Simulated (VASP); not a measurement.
MoW14 (a cell with a defect): single point with PBE

System: MoW14 (a cell with a defect).

```
Mo W
1.0
     6.32000    0.00000    0.00000
     0.00000    6.32000    0.00000
     0.00000    0.00000    6.32000
Mo W
1 14
Direct
  0.07855 0.92227 0.92200
  0.50484 0.00330 0.00315
  0.99750 0.49594 0.00313
  0.99743 0.00335 0.49576
  0.25030 0.24866 0.24837
  0.49568 0.50520 0.00032
  0.49549 0.00045 0.50509
  0.75406 0.24671 0.24649
  0.00029 0.50527 0.50498
  0.25565 0.74520 0.25895
  0.25561 0.25932 0.74494
  0.49737 0.50341 0.50321
  0.75215 0.75055 0.24838
  0.75218 0.24864 0.75025
  0.74152 0.74521 0.74490
```

```json
{
  "Program": "VASP 6.6.1",
  "Task": "single point",
  "Functional": "PBE",
  "Potentials or basis": "VASP PAW PBE potentials, release 64 (Mo_sv, W_sv)",
  "Cutoff": "520 eV",
  "k mesh": "3 × 3 × 3",
  "Occupations": "gaussian, width 0.1 eV",
  "Spin": "no spin polarisation"
}
```

The pressure is 0.4 GPa and the largest force is 1.106 eV/Å. The band gap on the k mesh is zero (bands 105 and 106 overlap by 0.14 eV).

Forces on the atoms (eV/Å):
```
Mo  -0.639  0.641  0.635
W    0.019 -0.068 -0.075
W    0.070 -0.013 -0.075
W    0.074 -0.071 -0.022
W    0.062 -0.027 -0.020
W    0.035 -0.041 -0.013
W    0.044 -0.002 -0.047
W    0.088 -0.087 -0.085
W    0.009 -0.043 -0.041
W    0.069 -0.074 -0.038
W    0.073 -0.049 -0.069
W   -0.001  0.002 -0.002
W    0.027 -0.069 -0.022
W    0.022 -0.025 -0.061
W    0.047 -0.075 -0.065
```

Stress tensor (GPa, compression positive):
```
 0.36  2.10  2.11
 2.10  0.36 -2.10
 2.11 -2.10  0.37
```

Levels at points of the mesh, in eV from the Fermi level:
```tsv
k point	band 101	band 102	band 103	band 104	band 105	band 106	band 107	band 108	band 109	band 110
(0.00, 0.00, 0.00)	-0.31	-0.31	-0.07	0.00	0.00	0.78	0.78	1.08	1.09	1.11
```

It took 8.2 min on 1 thread of Intel(R) Xeon(R) 6975P-C (Granite Rapids), on a shared host, peak memory 0.47 GiB.

Caveat: spin-orbit coupling is left out, which moves the levels of the heavy elements.
